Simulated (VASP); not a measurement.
# Fe3Co (P4/mmm) in VASP: further runs, part 2 of 2

VASP 6.6.1. Earlier steps stand in the parts before.

## 4. Single point, PBEsol, collinear spin, ferromagnetic start

The input, INCAR:

```
SYSTEM = Fe3Co
PREC = Accurate
ENCUT = 600
EDIFF = 1E-6
ISMEAR = 0
SIGMA = 0.05
LREAL = .False.
LASPH = .True.
NELM = 200
ALGO = Normal
ISIF = 2
LWAVE = .False.
LCHARG = .False.
ISPIN = 2
MAGMOM = 2.6 2.87 2.87 1.99
LORBIT = 11
LMAXMIX = 4
GGA = PS
NBANDS = 28
GGA_COMPAT = .False.
```

The input, KPOINTS:

```
Automatic mesh
0
Gamma
  5 5 7
  0 0 0
```

The input, POSCAR:

```
Fe3Co
1.0
    4.0235794450      0.0000000000      0.0000000000
    0.0000000000      4.0235794450      0.0000000000
    0.0000000000      0.0000000000      2.8277051700
Fe Co
3 1
Direct
    0.5000000000      0.5000000000      0.0000000000
    0.5000000000      0.0000000000      0.5000000000
    0.0000000000      0.5000000000      0.5000000000
    0.0000000000      0.0000000000      0.0000000000
```

Potentials or basis: VASP PAW PBE potentials, release 64 (Fe, Co).

On the command line:

```
cat potpaw_PBE.64/Fe/POTCAR potpaw_PBE.64/Co/POTCAR > POTCAR
mpirun -np 1 vasp_std > vasp.out
```

OUTCAR:

```text
SYSTEM = Fe3Co
   PREC = Accurate
   ENCUT = 600
   EDIFF = 1E-6
   ISMEAR = 0
   LREAL = .False.
   LASPH = .True.
   NELM = 200
   ISIF = 2
   ISPIN = 2
   LORBIT = 11
   GGA = PS

 ion  position               nearest neighbor table
   1  0.500  0.500  0.000-   2 2.46   3 2.46   2 2.46   3 2.46   2 2.46   2 2.46   3 2.46   3 2.46
                             4 2.85   4 2.85   4 2.85   4 2.85
   2  0.500  0.000  0.500-   1 2.46   4 2.46   1 2.46   4 2.46   1 2.46   1 2.46   4 2.46   4 2.46
                             3 2.85   3 2.85   3 2.85   3 2.85
   3  0.000  0.500  0.500-   1 2.46   4 2.46   1 2.46   4 2.46   4 2.46   4 2.46   1 2.46   1 2.46
                             2 2.85   2 2.85   2 2.85   2 2.85
   4  0.000  0.000  0.000-   2 2.46   3 2.46   2 2.46   3 2.46   3 2.46   3 2.46   2 2.46   2 2.46
                             1 2.85   1 2.85   1 2.85   1 2.85

  LATTYP: Found a simple tetragonal cell.
 ALAT       =     4.0235794450
 C/A-ratio  =     0.7027834814

  Lattice vectors:

 A1 = (   4.0235794450,   0.0000000000,   0.0000000000)
 A2 = (   0.0000000000,   4.0235794450,   0.0000000000)
 A3 = (   0.0000000000,   0.0000000000,   2.8277051700)

Analysis of symmetry for initial positions (statically):
=====================================================================
 Subroutine PRICEL returns:
 Original cell was already a primitive cell.

 Routine SETGRP: Setting up the symmetry group for a
 simple tetragonal supercell.

 Subroutine GETGRP returns: Found 16 space group operations
 (whereof 16 operations were pure point group operations)
 out of a pool of 16 trial point group operations.

The static configuration has the point symmetry D_4h.

Analysis of symmetry for dynamics (positions and initial velocities):
=====================================================================
 Subroutine PRICEL returns:
 Original cell was already a primitive cell.

 Routine SETGRP: Setting up the symmetry group for a
 simple tetragonal supercell.

 Subroutine GETGRP returns: Found 16 space group operations
 (whereof 16 operations were pure point group operations)
 out of a pool of 16 trial point group operations.

The dynamic configuration has the point symmetry D_4h.

Analysis of structural, dynamic, and magnetic symmetry:
=====================================================================
 Subroutine PRICEL returns:
 Original cell was already a primitive cell.

 Routine SETGRP: Setting up the symmetry group for a
 simple tetragonal supercell.

 Subroutine GETGRP returns: Found 16 space group operations
 (whereof 16 operations were pure point group operations)
 out of a pool of 16 trial point group operations.

The overall configuration has the point symmetry D_4h.

 Subroutine INISYM returns: Found 16 space group operations
 (whereof 16 operations are pure point group operations),
 and found     1 'primitive' translations

----------------------------------------------------------------------------------------

                                     Primitive cell

  volume of cell :      45.7783

  direct lattice vectors                    reciprocal lattice vectors
     4.023579445  0.000000000  0.000000000     0.248534921  0.000000000  0.000000000
     0.000000000  4.023579445  0.000000000     0.000000000  0.248534921  0.000000000
     0.000000000  0.000000000  2.827705170     0.000000000  0.000000000  0.353643658

  length of vectors
[... 88 lines left out ...]
   NSW    =      0    number of steps for IOM
   IBRION =     -1    ionic relax: 0-MD 1-quasi-New 2-CG
   NFREE  =      0    steps in history (QN), initial steepest desc. (CG)
   ISIF   =      2    stress and relaxation
   ISYM   =      2    0-nonsym 1-usesym 2-fastsym
   POTIM  = 0.5000    time-step for ionic-motion
   TEBEG  =    0.0;   TEEND  =   0.0 temperature during run
   PSTRESS=    0.0 pullay stress
   NELECT =      33.0000    total number of electrons
   NUPDOWN=      -1.0000    fix difference up-down
   EMIN   =  10.00;   EMAX   =-10.00  energy-range for DOS
   EFERMI =   0.00;   METHOD = LEGACY
   ISMEAR =     0;   SIGMA  =   0.05  broadening in eV -4-tet -1-fermi 0-gaus
   EFERMI_NEDOS =   21; number of points for ismear=-14 and -15
   IALGO  =     38    algorithm
   IMIX   =      4    mixing-type and parameters
     AMIX     =   0.40;   BMIX     =  1.00
     AMIX_MAG =   1.60;   BMIX_MAG =  1.00
  volume/ion in A,a.u.               =      11.44        77.23
  Fermi-wavevector in a.u.,A,eV,Ry     =   1.467888  2.773907 29.316425  2.154696
  Thomas-Fermi vector in A             =   2.583452
   LORBIT       =     11    0 simple, 1 ext, 2 COOP (PROOUT), +10 PAW based schemes
   GGA     = PS    functional components
   LHFCALC =     F    Hartree Fock is set to
   AEXX    =    0.0000 exact exchange contribution
   IVDW    =     0    specifies the selected vdW correction
   LEPSILON=     F    determine dielectric tensor
   LRPA    =     F    only Hartree local field effects (RPA)
 spin polarized calculation
 Gauss-broadening in eV      SIGMA  =   0.05
  energy-cutoff  :      600.00
  volume of cell :       45.78
 maximum number of plane-waves:      1544
   NGX = 17   NGY = 17   NGZ = 11

 number of electron      33.0000000 magnetization      10.3300000

 number of electron      33.0000007 magnetization       9.1665491

 Free energy of the ion-electron system (eV)
  ---------------------------------------------------
  ext. energy  EPLUGINS =         0.00000000
  ---------------------------------------------------
  free energy    TOTEN  =       -34.54732395 eV

  energy without entropy =      -34.54607373  energy(sigma->0) =      -34.54669884

 E-fermi :   6.7114     XC(G=0): -13.2359

 val. band max:        6.6883748738   @ k =   0.2000   0.2000   0.1429
 cond. band min:       6.7183808961   @ k =   0.4000   0.4000   0.0000
 fundamental gap:      0.0300060223
 Fermi energy:         6.7114068588

 spin component 1

 k-point     1 :       0.0000    0.0000    0.0000
  band No.  band energies     occupation
      1      -2.0076      1.00000
      2       1.4954      1.00000
      3       1.6114      1.00000
      4       1.6711      1.00000
      5       1.7031      1.00000
      6       3.0531      1.00000
[... 733 lines left out ...]
     27      13.9651      0.00000
     28      15.1590      0.00000
 Fermi energy:         6.7114068588

 spin component 2

 k-point     1 :       0.0000    0.0000    0.0000
  band No.  band energies     occupation
      1      -1.7727      1.00000
      2       2.9016      1.00000
      3       2.9209      1.00000
      4       3.4998      1.00000
      5       3.5275      1.00000
      6       4.8617      1.00000
[... 733 lines left out ...]
     27      15.3428      0.00000
     28      16.3954      0.00000

------------------------ aborting loop because EDIFF is reached ----------------------------------------

  FORCE on cell =-STRESS in cart. coord.  units (eV):
  Direction    XX          YY          ZZ          XY          YZ          ZX
  --------------------------------------------------------------------------------------
  -------------------------------------------------------------------------------------
  Total       -2.5038416     -2.5038416     -2.2782326      0.0000000     -0.0000000      0.0000000
  in kB      -87.6310780    -87.6310780    -79.7350663      0.0000000     -0.0000000      0.0000000
  external PRESSURE =     -84.9990741 kB  Pullay stress =       0.0000000 kB

 VOLUME and BASIS-vectors are now :
 -----------------------------------------------------------------------------
  energy-cutoff  :      600.00
  volume of cell :       45.78
      direct lattice vectors                 reciprocal lattice vectors
     4.023579445  0.000000000  0.000000000     0.248534921  0.000000000  0.000000000
     0.000000000  4.023579445  0.000000000     0.000000000  0.248534921  0.000000000
     0.000000000  0.000000000  2.827705170     0.000000000  0.000000000  0.353643658

 POSITION                                       TOTAL-FORCE (eV/Angst)
 -----------------------------------------------------------------------------------
      2.01179      2.01179      0.00000         0.000000      0.000000      0.000000
      2.01179      0.00000      1.41385         0.000000      0.000000      0.000000
      0.00000      2.01179      1.41385         0.000000      0.000000      0.000000
      0.00000      0.00000      0.00000         0.000000      0.000000      0.000000
 -----------------------------------------------------------------------------------
    total drift:                                0.000000     -0.000000     -0.000000

  FREE ENERGIE OF THE ION-ELECTRON SYSTEM (eV)
  ---------------------------------------------------
  free  energy   TOTEN  =       -34.5473239458 eV

  energy  without entropy=      -34.5460737258  energy(sigma->0) =      -34.54669884

 total charge

# of ion       s       p       d       tot
------------------------------------------
    1        0.483   0.527   6.259   7.269
    2        0.482   0.536   6.193   7.211
    3        0.482   0.536   6.193   7.211
    4        0.484   0.523   7.234   8.241
--------------------------------------------------
tot          1.931   2.122  25.879  29.932

 magnetization (x)

# of ion       s       p       d       tot
------------------------------------------
    1       -0.010  -0.052   2.375   2.314
    2       -0.009  -0.054   2.630   2.568
    3       -0.009  -0.054   2.630   2.568
    4       -0.021  -0.063   1.798   1.714
--------------------------------------------------
tot         -0.049  -0.222   9.433   9.163
```

OSZICAR:

```text
N       E                     dE             d eps       ncg     rms          rms(c)
DAV:   1     0.244318930735E+03    0.24432E+03   -0.15410E+04  2712   0.170E+03
DAV:   2    -0.240721264926E+02   -0.26839E+03   -0.25159E+03  2688   0.325E+02
DAV:   3    -0.388124091513E+02   -0.14740E+02   -0.13745E+02  2852   0.107E+02
DAV:   4    -0.390491441181E+02   -0.23673E+00   -0.23625E+00  3164   0.140E+01
DAV:   5    -0.390561946209E+02   -0.70505E-02   -0.70494E-02  3296   0.187E+00    0.233E+01
DAV:   6    -0.360613657571E+02    0.29948E+01   -0.34482E+01  2912   0.901E+01    0.209E+01
DAV:   7    -0.417376258014E+02   -0.56763E+01   -0.48094E+01  2992   0.112E+02    0.362E+01
DAV:   8    -0.350402406314E+02    0.66974E+01   -0.15448E+01  3352   0.695E+01    0.141E+01
DAV:   9    -0.344256546134E+02    0.61459E+00   -0.34368E+00  3928   0.330E+01    0.827E+00
DAV:  10    -0.345313342349E+02   -0.10568E+00   -0.66287E-01  3220   0.143E+01    0.387E+00
DAV:  11    -0.345495812131E+02   -0.18247E-01   -0.21478E-01  3804   0.544E+00    0.210E+00
DAV:  12    -0.345509644686E+02   -0.13833E-02   -0.20278E-02  3264   0.194E+00    0.139E+00
DAV:  13    -0.345474575186E+02    0.35070E-02   -0.16934E-02  3916   0.250E+00    0.350E-01
DAV:  14    -0.345473181080E+02    0.13941E-03   -0.20448E-03  3476   0.517E-01    0.145E-01
DAV:  15    -0.345473319118E+02   -0.13804E-04   -0.29611E-04  3764   0.217E-01    0.707E-02
DAV:  16    -0.345473230025E+02    0.89093E-05   -0.62124E-05  2832   0.113E-01    0.351E-02
DAV:  17    -0.345473246471E+02   -0.16446E-05   -0.10242E-05  3060   0.464E-02    0.119E-02
DAV:  18    -0.345473239458E+02    0.70127E-06   -0.28474E-06  1960   0.215E-02
   1 F= -.34547324E+02 E0= -.34546699E+02  d E =-.125022E-02  mag=     9.1661
```

stdout:

```text
POSCAR found type information on POSCAR FeCo
 POSCAR found :  2 types and       4 ions
 scaLAPACK will be used
 -----------------------------------------------------------------------------
|                                                                             |
|                                                                             |
|     You enforced a specific xc type in the INCAR file but a different       |
|     I HOPE YOU KNOW WHAT YOU ARE DOING!                                     |
|                                                                             |
 -----------------------------------------------------------------------------

 LDA part: xc-table for (Slater+PW92), standard interpolation
 POSCAR, INCAR and KPOINTS ok, starting setup
 FFT: planning ... GRIDC
 FFT: planning ... GRID_SOFT
 FFT: planning ... GRID
 WAVECAR not read
 entering main loop
```

It took 91 s on 1 thread of Oxide Virtual Turin-like, shared host; peak memory 0.18 GiB.

What came out:

```
Free energy                                           : -34.5473 eV
Pressure                                              : -8.5 GPa
Net moment                                            : 9.17 μB per cell
Site moments                                          : Fe +2.31, +2.57 (each value once); Co +1.71 μB
Valence electrons inside the program's atomic spheres : Fe 7.27, 7.21 (each value once); Co 8.24
```

Stress tensor (GPa, compression positive):
```
-8.76  0.00  0.00
 0.00 -8.76  0.00
 0.00  0.00 -7.97
```

Caveat: the cell stands under tension; the PAW data sets were made with another functional, which shifts forces and pressure a little.

## 5. Single point, PBEsol, collinear spin, ferromagnetic start

The input, INCAR:

```
  PREC = Accurate
  ENCUT = 600
  EDIFF = 1E-6
  ISMEAR = 0
  SIGMA = 0.1
  LREAL = False
  LASPH = True
  NELM = 200
  ALGO = Normal
  ISIF = 2
  LWAVE = False
  LCHARG = False
  ISPIN = 2
  MAGMOM = 2.6 2.87 2.87 1.99
  LORBIT = 11
  LMAXMIX = 4
  GGA = PS
  NBANDS = 28
  GGA_COMPAT = False
```

The input, KPOINTS:

```
regular mesh
0
Gamma
  5 5 7
```

POSCAR is that of step 4.

On the command line:

```
cat potpaw_PBE.64/Fe/POTCAR potpaw_PBE.64/Co/POTCAR > POTCAR
mpirun -np 1 vasp_std > vasp.out
```

Run time: 81 s. Hardware: 1 thread of Oxide Virtual Turin-like, shared host; peak memory 0.18 GiB.

The run converged. Its results:

- Free energy: -34.5499 eV
- Pressure: -8.3 GPa
- Net moment: 9.20 μB per cell
- Site moments: Fe +2.33, +2.57 (each value once); Co +1.72 μB
- Valence electrons inside the program's atomic spheres: Fe 7.27, 7.21 (each value once); Co 8.24

Stress tensor (GPa, compression positive):
```
-8.58  0.00  0.00
 0.00 -8.58  0.00
 0.00  0.00 -7.75
```

Levels at points of the mesh, in eV from the Fermi level:
Spin up:
| k point | band 19 | band 20 | band 21 | band 22 | band 23 | band 24 |
| --- | --- | --- | --- | --- | --- | --- |
| (0.00, 0.00, 0.00) | -0.31 | 0.07 | 0.07 | 0.15 | 0.15 | 6.69 |
Spin down:
| k point | band 10 | band 11 | band 12 | band 13 | band 14 | band 15 |
| --- | --- | --- | --- | --- | --- | --- |
| (0.00, 0.00, 0.00) | -0.55 | 0.34 | 0.34 | 0.81 | 0.89 | 1.21 |

Caveat: the cell stands under tension; the PAW data sets were made with another functional, which shifts forces and pressure a little.

## 6. Summary

```csv
k mesh,smearing,gap on the mesh (eV),pressure (GPa),moment (μB)
4 × 4 × 6,gaussian 0.1 eV,none,-8.7,9.05
5 × 5 × 7,gaussian 0.01 eV,none,-8.5,9.16
5 × 5 × 7,gaussian 0.05 eV,none,-8.5,9.17
5 × 5 × 7,gaussian 0.1 eV,none,-8.3,9.20
```

Alike in all rows: task single point; level PBEsol; potentials or basis VASP PAW PBE potentials, release 64 (Fe, Co); spin collinear, ferromagnetic start; cell as given; cutoff (eV) 600.

Caveats: some runs use coarse meshes; the PAW data sets were made with another functional, which shifts forces and pressure a little; the cell stands under tension (at least some runs).

Total energies depend on the potentials used, so only differences within one code and one set of settings carry meaning.

The gap in the log of VASP goes by the Fermi energy; the results here count the filled bands.